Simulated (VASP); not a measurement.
Here is a VASP 6.6.1 calculation.

INCAR

```
ALGO = Normal
EDIFF = 1E-7
EDIFFG = -0.005
ENCUT = 600
GGA = PS
IBRION = 2
ISIF = 3
ISMEAR = -1
LASPH = T
LCHARG = F
LREAL = F
LWAVE = F
NELM = 80
NSW = 60
PREC = Accurate
PSTRESS = 5100.0
SIGMA = 0.1
```

File KPOINTS:

```
k-points
0
Gamma
  15 15 15
```

The input POSCAR:

```
Rh
1.0
    0.0000000000      2.0664403651      2.0664403651
    2.0664403651      0.0000000000      2.0664403651
    2.0664403651      2.0664403651      0.0000000000
Rh
2
Direct
   -0.1250000000     -0.1250000000     -0.1250000000
    0.1250000000      0.1250000000      0.1250000000
```

Potentials or basis: VASP PAW PBE potentials, release 64 (Rh_pv).

Launch:

```console
$ cat potpaw_PBE.64/Rh_pv/POTCAR > POTCAR
$ mpirun -np 1 vasp_std > vasp.out
```

Question: Predict the relaxed cell.

Answer: a = 3.061 Å, b = 3.061 Å, c = 3.061 Å, α = 60.00°, β = 60.00°, γ = 60.00°.

Question: What does it give for the relaxed volume?

Answer: 10.14 Å³/atom.

Question: Predict the space group after relaxing (to 0.05 Å).

Answer: Fd-3m (No. 227).

Question: What does it give for the band gap on the k mesh?

Answer: Zero (band 15 reaches 21.31 eV, above the bottom of band 16 at 18.25 eV).

Step by step:
| step | energy change (eV) | largest force (eV/Å) | pressure (GPa) | volume (Å³) |
| --- | --- | --- | --- | --- |
| 1 | 0.0000 | 0.0000 | 794.44 | 17.65 |
| 2 | -17.7898 | 0.0000 | -58.72 | 95.52 |
| 3 | -13.3975 | 0.0000 | 432.57 | 21.25 |
| 4 | -10.6723 | 0.0000 | 506.35 | 20.32 |
| 5 | -10.4946 | 0.0000 | 511.15 | 20.27 |
| 6 | -10.4972 | 0.0000 | 511.08 | 20.27 |
| 7 | -10.5049 | 0.0000 | 510.87 | 20.27 |
| 8 | -10.5049 | 0.0000 | 510.87 | 20.27 |
| 9 | -10.5050 | 0.0000 | 510.87 | 20.27 |
| 10 | -10.5052 | 0.0000 | 510.87 | 20.27 |
| 11 | -10.5055 | 0.0000 | 510.86 | 20.27 |
| 12 | -10.5061 | 0.0000 | 510.85 | 20.27 |
| 13 | -10.5073 | 0.0000 | 510.80 | 20.27 |
| 14 | -10.5097 | 0.0000 | 510.73 | 20.27 |
| 15 | -10.5146 | 0.0000 | 510.61 | 20.27 |
| 16 | -10.5243 | 0.0000 | 510.34 | 20.28 |
| 17 | -10.5438 | 0.0000 | 509.82 | 20.28 |
| 18 | -10.5371 | 0.0000 | 510.02 | 20.28 |

Caveat: the cell is relaxed towards a set pressure, so the enthalpy falls and the energy may rise; the PAW data sets were made with another functional, which shifts forces and pressure a little.
